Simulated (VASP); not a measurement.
# KI in VASP: further runs, part 2 of 2

VASP 6.6.1. The steps go on from the part before.

### Step 3. Single point, PBE (strain +0.040 along x and y, +0.080 along z)

Contents of INCAR:

```
ALGO = Normal
EDIFF = 1E-6
ENCUT = 520
GGA = PE
ISIF = 2
ISMEAR = 0
LASPH = T
LCHARG = F
LREAL = F
LWAVE = F
NBANDS = 15
NELM = 60
PREC = Accurate
SIGMA = 0.05
```

Contents of KPOINTS:

```
k-points
0
Gamma
  6 6 6
```

Contents of POSCAR:

```
KI
1.0
    0.0000000000      3.6655320000      3.8065140000
    3.6655320000      0.0000000000      3.8065140000
    3.6655320000      3.6655320000      0.0000000000
K I
1 1
Direct
    0.0000000000      0.0000000000      0.0000000000
    0.5000000000      0.5000000000      0.5000000000
```

Potentials or basis: VASP PAW PBE potentials, release 64 (K_sv, I).

Run with:

```sh
cat potpaw_PBE.64/K_sv/POTCAR potpaw_PBE.64/I/POTCAR > POTCAR
mpirun -np 1 vasp_std > vasp.out
```

It took 45 s on 1 thread of Intel Xeon Platinum 8488C (Sapphire Rapids), shared host; peak memory 0.25 GiB.

The run converged. Its results:

| Item | Value |
| --- | --- |
| Free energy | -5.5362 eV |
| Pressure | -0.8 GPa |
| Band gap on the k mesh | 3.64 eV, direct |

Stress tensor (GPa, compression positive):
```
-0.66  0.00  0.00
 0.00 -0.66  0.00
 0.00  0.00 -1.03
```

Levels at points of the mesh, in eV from the valence-band top:
```tsv
k point	band 6	band 7	band 8	band 9	band 10	band 11
(0.00, 0.00, 0.00)	-0.01	-0.01	0.00	3.64	6.38	6.58
(0.50, 0.00, 0.00)	-1.02	-0.24	-0.24	5.35	7.18	7.71
(0.50, 0.50, 0.00)	-0.80	-0.27	-0.27	5.14	5.41	7.86
(0.50, 0.00, 0.50)	-0.79	-0.33	-0.28	5.11	5.43	7.93
```

Caveat: the cell differs from its parent crystal (strain +0.040 along x and y, +0.080 along z); spin-orbit coupling is left out, which moves the levels of the heavy elements.

### Step 4. Single point, PBE (strain -0.080 along x and y, -0.080 along z)

Contents of INCAR:

```
SYSTEM = KI
PREC = Accurate
ENCUT = 520
EDIFF = 1E-7
ISMEAR = 0
SIGMA = 0.05
LREAL = .False.
LASPH = .True.
NELM = 60
ALGO = Normal
ISIF = 2
LWAVE = .False.
LCHARG = .False.
GGA = PE
NBANDS = 15
```

Contents of KPOINTS:

```
regular mesh
0
Gamma
  6 6 6
  0 0 0
```

Contents of POSCAR:

```
KI
1.0
    0.0000000000      3.2425860000      3.2425860000
    3.2425860000      0.0000000000      3.2425860000
    3.2425860000      3.2425860000      0.0000000000
K I
1 1
Direct
    0.0000000000      0.0000000000      0.0000000000
    0.5000000000      0.5000000000      0.5000000000
```

Run with:

```sh
cat potpaw_PBE.64/K_sv/POTCAR potpaw_PBE.64/I/POTCAR > POTCAR
mpirun -np 1 vasp_std > vasp.out
```

Run time: 13 s. Hardware: 1 thread of Intel Xeon Platinum 8488C (Sapphire Rapids), shared host; peak memory 0.2 GiB.

The run converged. Its results:

```
Free energy            : -5.1709 eV
Pressure               : 6.9 GPa
Band gap on the k mesh : 4.34 eV, indirect (least direct gap 4.68 eV)
```

Levels at points of the mesh, in eV from the valence-band top:
```csv
k point,band 6,band 7,band 8,band 9,band 10,band 11
"(0.00, 0.00, 0.00)",0.00,0.00,0.00,4.68,6.25,6.25
"(0.50, 0.00, 0.00)",-2.03,-0.63,-0.63,5.73,8.26,8.65
"(0.50, 0.50, 0.00)",-1.44,-0.53,-0.53,4.34,6.38,8.26
```

Caveat: the cell differs from its parent crystal (strain -0.080 along x and y, -0.080 along z); spin-orbit coupling is left out, which moves the levels of the heavy elements.

### Step 5. Single point, PBE (strain -0.040 along x and y, -0.040 along z)

Contents of INCAR:

```
ALGO = Normal ; EDIFF = 1E-7
ENCUT = 520 ; GGA = PE
ISIF = 2 ; ISMEAR = 0
LASPH = True ; LCHARG = False
LREAL = False ; LWAVE = False
NBANDS = 15 ; NELM = 100
PREC = Accurate ; SIGMA = 0.05
```

Contents of KPOINTS:

```
k-points
0
Gamma
  6 6 6
```

Contents of POSCAR:

```
KI
1.0
    0.0000000000      3.3835680000      3.3835680000
    3.3835680000      0.0000000000      3.3835680000
    3.3835680000      3.3835680000      0.0000000000
K I
1 1
Direct
    0.0000000000      0.0000000000      0.0000000000
    0.5000000000      0.5000000000      0.5000000000
```

Potentials or basis: VASP PAW PBE potentials, release 64 (K_sv, I).

Run with:

```sh
cat potpaw_PBE.64/K_sv/POTCAR potpaw_PBE.64/I/POTCAR > POTCAR
mpirun -np 1 vasp_std > vasp.out
```

OUTCAR:

```text
EDIFF = 1E-7
   ENCUT = 520
   GGA = PE
   ISIF = 2
   ISMEAR = 0
   LASPH = True
   LREAL = False
   NELM = 100
   PREC = Accurate

 ion  position               nearest neighbor table
   1  0.000  0.000  0.000-   2 3.38   2 3.38   2 3.38   2 3.38   2 3.38   2 3.38
   2  0.500  0.500  0.500-   1 3.38   1 3.38   1 3.38   1 3.38   1 3.38   1 3.38

  LATTYP: Found a face centered cubic cell.
 ALAT       =     6.7671360000

  Lattice vectors:

 A1 = (   0.0000000000,   3.3835680000,   3.3835680000)
 A2 = (   3.3835680000,   0.0000000000,   3.3835680000)
 A3 = (   3.3835680000,   3.3835680000,   0.0000000000)

Analysis of symmetry for initial positions (statically):
=====================================================================
 Subroutine PRICEL returns:
 Original cell was already a primitive cell.

 Routine SETGRP: Setting up the symmetry group for a
 face centered cubic supercell.

 Subroutine GETGRP returns: Found 48 space group operations
 (whereof 48 operations were pure point group operations)
 out of a pool of 48 trial point group operations.

The static configuration has the point symmetry O_h .

Analysis of symmetry for dynamics (positions and initial velocities):
[... 166 lines left out ...]
      8       0.3221      2.00000
      9       4.6139      0.00000
     10       6.7313      0.00000
     11       6.7313      0.00000
     12       6.7313      0.00000
     13       7.5413      0.00000
     14       7.5413      0.00000
[... 257 lines left out ...]
      2     -11.5818      2.00000
      3     -11.5584      2.00000
      4     -11.5341      2.00000
      5     -10.0999      2.00000
      6      -0.7410      2.00000
      7      -0.3716      2.00000
      8      -0.3703      2.00000
      9       5.8747      0.00000
     10       7.0577      0.00000
     11       7.9375      0.00000
     12       9.0717      0.00000
     13       9.1372      0.00000
     14      10.2591      0.00000
     15      10.9212      0.00000

------------------------ aborting loop because EDIFF is reached ----------------------------------------

  FORCE on cell =-STRESS in cart. coord.  units (eV):
  Direction    XX          YY          ZZ          XY          YZ          ZX
  --------------------------------------------------------------------------------------
  -------------------------------------------------------------------------------------
  Total        1.4309734      1.4309734      1.4309734      0.0000000      0.0000000      0.0000000
  in kB       29.5928922     29.5928922     29.5928922      0.0000000      0.0000000      0.0000000
  external PRESSURE =      29.5928922 kB  Pullay stress =       0.0000000 kB

 VOLUME and BASIS-vectors are now :
 -----------------------------------------------------------------------------
  energy-cutoff  :      520.00
  volume of cell :       77.47
      direct lattice vectors                 reciprocal lattice vectors
     0.000000000  3.383568000  3.383568000    -0.147773002  0.147773002  0.147773002
     3.383568000  0.000000000  3.383568000     0.147773002 -0.147773002  0.147773002
     3.383568000  3.383568000  0.000000000     0.147773002  0.147773002 -0.147773002

 POSITION                                       TOTAL-FORCE (eV/Angst)
 -----------------------------------------------------------------------------------
      0.00000      0.00000      0.00000        -0.000000     -0.000000     -0.000000
      3.38357      3.38357      3.38357         0.000000      0.000000      0.000000
 -----------------------------------------------------------------------------------
    total drift:                                0.000000      0.000000      0.000000

  FREE ENERGIE OF THE ION-ELECTRON SYSTEM (eV)
  ---------------------------------------------------
  free  energy   TOTEN  =        -5.4450326960 eV

  energy  without entropy=       -5.4450326960  energy(sigma->0) =       -5.44503270
```

stdout:

```text
POSCAR found type information on POSCAR K I
 POSCAR found :  2 types and       2 ions
 scaLAPACK will be used
 LDA part: xc-table for (Slater+PW92), standard interpolation
 POSCAR, INCAR and KPOINTS ok, starting setup
 FFT: planning ... GRIDC
 FFT: planning ... GRID_SOFT
 FFT: planning ... GRID
 WAVECAR not read
 entering main loop
```

Wall time 13 s (1 thread of Intel Xeon Platinum 8488C (Sapphire Rapids), shared host); peak memory 0.2 GiB.

What came out:

| Quantity | Value |
| --- | --- |
| Free energy | -5.4450 eV |
| Pressure | 3.0 GPa |
| Band gap on the k mesh | 4.29 eV, direct |

Caveat: the cell differs from its parent crystal (strain -0.040 along x and y, -0.040 along z); spin-orbit coupling is left out, which moves the levels of the heavy elements.

### Step 6. Single point, PBE (strain +0.040 along x and y, +0.040 along z)

Contents of INCAR:

```
PREC = Accurate ; ENCUT = 520
EDIFF = 1E-6 ; ISMEAR = 0
SIGMA = 0.05 ; LREAL = False
LASPH = True ; NELM = 100
ALGO = Normal ; ISIF = 2
LWAVE = False ; LCHARG = True
GGA = PE ; LELF = True
LVHAR = True ; NBANDS = 15
```

Contents of KPOINTS:

```
Automatic mesh
0
Gamma
  6 6 6
```

Contents of POSCAR:

```
KI
1.0
    0.0000000000      3.6655320000      3.6655320000
    3.6655320000      0.0000000000      3.6655320000
    3.6655320000      3.6655320000      0.0000000000
K I
1 1
Direct
    0.0000000000      0.0000000000      0.0000000000
    0.5000000000      0.5000000000      0.5000000000
```

Potentials or basis: VASP PAW PBE potentials, release 64 (K_sv, I).

Run with:

```sh
cat potpaw_PBE.64/K_sv/POTCAR potpaw_PBE.64/I/POTCAR > POTCAR
mpirun -np 1 vasp_std > vasp.out
```

Wall time 18 s (1 thread of Intel Xeon Platinum 8488C (Sapphire Rapids), shared host); peak memory 0.24 GiB.

Results (log left out):

- Free energy: -5.5553 eV
- Pressure: -0.5 GPa
- Band gap on the k mesh: 3.72 eV, direct

Levels at points of the mesh, in eV from the valence-band top:
| k point | band 6 | band 7 | band 8 | band 9 | band 10 | band 11 |
| --- | --- | --- | --- | --- | --- | --- |
| (0.00, 0.00, 0.00) | 0.00 | 0.00 | 0.00 | 3.72 | 6.52 | 6.52 |
| (0.50, 0.00, 0.00) | -1.09 | -0.25 | -0.25 | 5.40 | 7.34 | 7.91 |
| (0.50, 0.50, 0.00) | -0.84 | -0.31 | -0.31 | 5.09 | 5.51 | 7.96 |

Caveat: the cell differs from its parent crystal (strain +0.040 along x and y, +0.040 along z); spin-orbit coupling is left out, which moves the levels of the heavy elements.

### Step 7. Summary

| cell | gap on the mesh (eV) | pressure (GPa) |
| --- | --- | --- |
| a = 5.085, b = 5.085, c = 4.984 Å, angles 60.7, 60.7, 58.7°, 2 atoms | 3.89 | 0.3 |
| a = 5.284, b = 5.284, c = 5.184 Å, angles 60.6, 60.6, 58.7°, 2 atoms | 3.64 | -0.8 |
| a = 4.586 Å, angles 60.0°, 2 atoms | 4.34 | 6.9 |
| a = 4.785 Å, angles 60.0°, 2 atoms | 4.29 | 3.0 |
| a = 5.184 Å, angles 60.0°, 2 atoms | 3.72 | -0.5 |

Alike in all rows: task single point; level PBE; potentials or basis VASP PAW PBE potentials, release 64 (K_sv, I); no spin polarisation; k mesh 6 × 6 × 6; cutoff (eV) 520; smearing gaussian 0.05 eV.

Caveats: spin-orbit coupling is left out, which moves the levels of the heavy elements.

Absolute energies hang on the potentials; compare differences alone.
